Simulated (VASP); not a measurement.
# W (Fm-3m) in VASP: single point with r2SCAN

Aim: the single point of W with r2SCAN.

Everything below comes from runs of VASP 6.6.1. Logs are shortened: lines on timing, memory, paths and dates and some standing lists are left out, and cuts for length are marked.

## Step 1: The cell of the first run

It takes space group Fm-3m (No. 225, cubic). The conventional cell has a = 4.060 Å, b = 4.060 Å, c = 4.060 Å, α = 90.00°, β = 90.00°, γ = 90.00°. W (site symmetry m-3m) has 12 W at 2.87 Å within 3.8 Å.

This isn't the form of W at room conditions, which is bcc.

## Step 2: Single point, r2SCAN

The input, POSCAR:

```
W
1.0
    4.0600000000     -4.0600000000      0.0000000000
    4.0600000000      0.0000000000      4.0600000000
    0.0000000000     -4.0600000000      4.0600000000
W
8
Direct
    0.5000000000      0.0000000000      0.0000000000
    0.5000000000      0.0000000000      0.5000000000
    0.5000000000      0.5000000000      0.0000000000
    0.5000000000      0.5000000000      0.5000000000
    0.0000000000      0.0000000000      0.0000000000
    0.0000000000      0.0000000000      0.5000000000
    0.0000000000      0.5000000000      0.0000000000
    0.0000000000      0.5000000000      0.5000000000
```

The input, INCAR.step1:

```
  PREC = Accurate
  ENCUT = 550
  ISMEAR = 0
  SIGMA = 0.15
  LREAL = F
  LASPH = T
  NELM = 120
  NBANDS = 66
  GGA = PE
  ALGO = Normal
  EDIFF = 1E-5
  LWAVE = T
  LCHARG = F
  GGA_COMPAT = F
```

The input, INCAR.step2:

```
  PREC = Accurate
  ENCUT = 550
  EDIFF = 1E-6
  ISMEAR = 0
  SIGMA = 0.15
  LREAL = F
  LASPH = T
  NELM = 120
  ALGO = Normal
  ISIF = 2
  LWAVE = F
  LCHARG = F
  METAGGA = R2SCAN
  LMIXTAU = T
  NBANDS = 66
  ISTART = 1
  GGA_COMPAT = F
```

The input, KPOINTS:

```
Automatic mesh
0
Gamma
  10 10 10
```

Potentials or basis: VASP PAW PBE potentials, release 64 (W_sv).

Launch:

```bash
cat potpaw_PBE.64/W_sv/POTCAR > POTCAR
cp INCAR.step1 INCAR
mpirun -np 1 vasp_std > vasp.out
cp INCAR.step2 INCAR
mpirun -np 1 vasp_std > vasp.out
```

OUTCAR:

```text
PREC = Accurate
   ENCUT = 550
   EDIFF = 1E-6
   ISMEAR = 0
   LREAL = F
   LASPH = T
   NELM = 120
   ISIF = 2
   METAGGA = R2SCAN
   ISTART = 1

 ion  position               nearest neighbor table
   1  0.500  0.000  0.000-   2 2.87   3 2.87   5 2.87   2 2.87   4 2.87   6 2.87   3 2.87   4 2.87
                             7 2.87   5 2.87   6 2.87   7 2.87
   2  0.500  0.000  0.500-   1 2.87   4 2.87   6 2.87   1 2.87   3 2.87   5 2.87   3 2.87   4 2.87
                             8 2.87   5 2.87   6 2.87   8 2.87
   3  0.500  0.500  0.000-   1 2.87   4 2.87   7 2.87   2 2.87   4 2.87   8 2.87   1 2.87   2 2.87
                             5 2.87   5 2.87   7 2.87   8 2.87
   4  0.500  0.500  0.500-   2 2.87   3 2.87   8 2.87   1 2.87   3 2.87   7 2.87   1 2.87   2 2.87
                             6 2.87   6 2.87   7 2.87   8 2.87
   5  0.000  0.000  0.000-   1 2.87   6 2.87   7 2.87   2 2.87   6 2.87   8 2.87   3 2.87   7 2.87
                             8 2.87   1 2.87   2 2.87   3 2.87
   6  0.000  0.000  0.500-   2 2.87   5 2.87   8 2.87   1 2.87   5 2.87   7 2.87   4 2.87   7 2.87
                             8 2.87   1 2.87   2 2.87   4 2.87
   7  0.000  0.500  0.000-   3 2.87   5 2.87   8 2.87   4 2.87   6 2.87   8 2.87   1 2.87   5 2.87
                             6 2.87   1 2.87   3 2.87   4 2.87
   8  0.000  0.500  0.500-   4 2.87   6 2.87   7 2.87   3 2.87   5 2.87   7 2.87   2 2.87   5 2.87
                             6 2.87   2 2.87   3 2.87   4 2.87
[... 6 lines left out ...]
 A1 = (   4.0600000000,  -4.0600000000,   0.0000000000)
 A2 = (   4.0600000000,   0.0000000000,   4.0600000000)
 A3 = (   0.0000000000,  -4.0600000000,   4.0600000000)

Analysis of symmetry for initial positions (statically):
=====================================================================
 Subroutine PRICEL returns following result:

  LATTYP: Found a face centered cubic cell.
 ALAT       =     4.0600000000

  Lattice vectors:

 A1 = (   2.0300000000,  -2.0300000000,   0.0000000000)
 A2 = (   2.0300000000,   0.0000000000,   2.0300000000)
 A3 = (   0.0000000000,  -2.0300000000,   2.0300000000)

   8 primitive cells build up your supercell.

 Routine SETGRP: Setting up the symmetry group for a
 face centered cubic supercell.

 Subroutine GETGRP returns: Found 48 space group operations
 (whereof 48 operations were pure point group operations)
 out of a pool of 48 trial point group operations.

The static configuration has the point symmetry O_h .

Analysis of symmetry for dynamics (positions and initial velocities):
=====================================================================
 Subroutine PRICEL returns following result:

  LATTYP: Found a face centered cubic cell.
[... 125 lines left out ...]
   PSTRESS=    0.0 pullay stress
   NELECT =     112.0000    total number of electrons
   NUPDOWN=      -1.0000    fix difference up-down
   EMIN   =  10.00;   EMAX   =-10.00  energy-range for DOS
   EFERMI =   0.00;   METHOD = LEGACY
   ISMEAR =     0;   SIGMA  =   0.15  broadening in eV -4-tet -1-fermi 0-gaus
   EFERMI_NEDOS =   21; number of points for ismear=-14 and -15
   IALGO  =     38    algorithm
   IMIX   =      4    mixing-type and parameters
     AMIX     =   0.40;   BMIX     =  1.00
     AMIX_MAG =   1.60;   BMIX_MAG =  1.00
  volume/ion in A,a.u.               =      16.73       112.91
  Fermi-wavevector in a.u.,A,eV,Ry     =   1.542688  2.915258 32.380324  2.379887
  Thomas-Fermi vector in A             =   2.648457
   LORBIT       =      0    0 simple, 1 ext, 2 COOP (PROOUT), +10 PAW based schemes
   METAGGA = R2SCAN    functional components
   LHFCALC =     F    Hartree Fock is set to
   AEXX    =    0.0000 exact exchange contribution
   IVDW    =     0    specifies the selected vdW correction
   LEPSILON=     F    determine dielectric tensor
   LRPA    =     F    only Hartree local field effects (RPA)
 non-spin polarized calculation
 Gauss-broadening in eV      SIGMA  =   0.15
  energy-cutoff  :      550.00
  volume of cell :      133.85
 maximum number of plane-waves:      3948
 NGX is ok and might be reduce to    48
   NGX = 21   NGY = 21   NGZ = 21

 number of electron     112.0000014 magnetization

 Free energy of the ion-electron system (eV)
  ---------------------------------------------------
  ext. energy  EPLUGINS =         0.00000000
  ---------------------------------------------------
  free energy    TOTEN  =      -406.32378992 eV

  energy without entropy =     -406.20211159  energy(sigma->0) =     -406.26295075

 E-fermi :  10.0821     XC(G=0): -14.6083

 val. band max:       10.0687747030   @ k =   0.4000   0.1000   0.0000
 cond. band min:      10.0961374210   @ k =   0.4000   0.2000   0.1000
 fundamental gap:      0.0273627179
 Fermi energy:        10.0821164021

 k-point     1 :       0.0000    0.0000    0.0000
  band No.  band energies     occupation
      1     -65.5793      2.00000
      2     -65.4691      2.00000
      3     -65.4691      2.00000
      4     -65.4691      2.00000
      5     -65.4691      2.00000
      6     -65.4329      2.00000
[... 1645 lines left out ...]
     65      12.8315      0.00000
     66      12.8844      0.00000

 [... further k-points ...]

------------------------ aborting loop because EDIFF is reached ----------------------------------------

  FORCE on cell =-STRESS in cart. coord.  units (eV):
  Direction    XX          YY          ZZ          XY          YZ          ZX
  --------------------------------------------------------------------------------------
  -------------------------------------------------------------------------------------
  Total       -6.5622053     -6.5622053     -6.5622053     -0.0000000      0.0000000     -0.0000000
  in kB      -78.5511055    -78.5511055    -78.5511055     -0.0000000      0.0000000     -0.0000000
  external PRESSURE =     -78.5511055 kB  Pullay stress =       0.0000000 kB

 VOLUME and BASIS-vectors are now :
 -----------------------------------------------------------------------------
  energy-cutoff  :      550.00
  volume of cell :      133.85
      direct lattice vectors                 reciprocal lattice vectors
     4.060000000 -4.060000000  0.000000000     0.123152709 -0.123152709 -0.123152709
     4.060000000  0.000000000  4.060000000     0.123152709  0.123152709  0.123152709
     0.000000000 -4.060000000  4.060000000    -0.123152709 -0.123152709  0.123152709

 POSITION                                       TOTAL-FORCE (eV/Angst)
 -----------------------------------------------------------------------------------
      2.03000     -2.03000      0.00000        -0.000000     -0.000000     -0.000000
      2.03000     -4.06000      2.03000        -0.000000     -0.000000      0.000000
      4.06000     -2.03000      2.03000        -0.000000     -0.000000     -0.000000
      4.06000     -4.06000      4.06000        -0.000000     -0.000000     -0.000000
      0.00000      0.00000      0.00000        -0.000000     -0.000000     -0.000000
      0.00000     -2.03000      2.03000        -0.000000      0.000000      0.000000
      2.03000      0.00000      2.03000         0.000000     -0.000000      0.000000
      2.03000     -2.03000      4.06000         0.000000      0.000000      0.000000
 -----------------------------------------------------------------------------------
    total drift:                                0.000000     -0.000000      0.000000

  FREE ENERGIE OF THE ION-ELECTRON SYSTEM (eV)
  ---------------------------------------------------
  free  energy   TOTEN  =      -406.3237899188 eV

  energy  without entropy=     -406.2021115873  energy(sigma->0) =     -406.26295075
```

OUTCAR.step1:

```text
PREC = Accurate
   ENCUT = 550
   ISMEAR = 0
   LREAL = F
[... 1915 lines left out ...]
      0.00000      0.00000      0.00000        -0.000000     -0.000000      0.000000
      0.00000     -2.03000      2.03000        -0.000000     -0.000000     -0.000000
      2.03000      0.00000      2.03000        -0.000000      0.000000      0.000000
      2.03000     -2.03000      4.06000        -0.000000     -0.000000     -0.000000
 -----------------------------------------------------------------------------------
    total drift:                                0.000000     -0.000000      0.000000

  FREE ENERGIE OF THE ION-ELECTRON SYSTEM (eV)
  ---------------------------------------------------
  free  energy   TOTEN  =       -99.7905922312 eV

  energy  without entropy=      -99.6618731104  energy(sigma->0) =      -99.72623267
```

Run time: 15 min. Hardware: 1 thread of Intel Xeon 6975P-C (Granite Rapids), shared host; peak memory 0.54 GiB.

What came out:

```yaml
Free_energy: -406.3238 eV
Pressure: -7.9 GPa
Band_gap_on_the_k_mesh: zero (bands 56 and 57 overlap by 0.77 eV)
```

Caveat: the cell stands under tension; the PAW data sets were made with another functional, which shifts forces and pressure a little; spin-orbit coupling is left out, which moves the levels of the heavy elements.

The gap in the log of VASP goes by the Fermi energy; the results here count the filled bands.